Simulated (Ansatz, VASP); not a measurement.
# One calculation of BaTiO3, two programs

```
CELL_PARAMETERS angstrom
3.98410 -0.05976 -0.05976
-0.08524 2.79436 2.80324
-0.00013 -2.87974 2.88836
ATOMIC_POSITIONS crystal
Ba 0.00000 0.00000 0.00000
Ti 0.50000 0.50790 0.50790
O 0.00000 0.49210 0.49210
O 0.50000 0.50251 0.99371
O 0.50000 0.99371 0.50251
```

Change from the starting cell: equal xy, yz and zx shear strains of -3 %.

Alike in both runs: task single point; functional PBE; k mesh 8 × 8 × 8; occupations fermi-dirac, width 0.05 eV; no spin polarisation.

```csv
,VASP,Ansatz
version,VASP 6.6.1,Ansatz 0.2.0
potentials or method,"VASP PAW PBE potentials, release 64 (Ba_sv, Ti_sv, O), cutoff 520 eV","all-electron LAPW, scalar-relativistic"
```

```csv
,VASP,Ansatz,Ansatz less VASP
pressure (GPa),4.1,2.3,-1.77
"traceless stress, the component that is largest in VASP (GPa)",3.82,3.69,-0.129
rms of the force components (eV/Å),0.095,0.099,+0.0038
```

Atom by atom the forces differ by 0.010 eV/Å (rms over components). Ansatz ran all-electron here, and VASP with PAW potentials.

Neither program's run includes spin-orbit coupling.
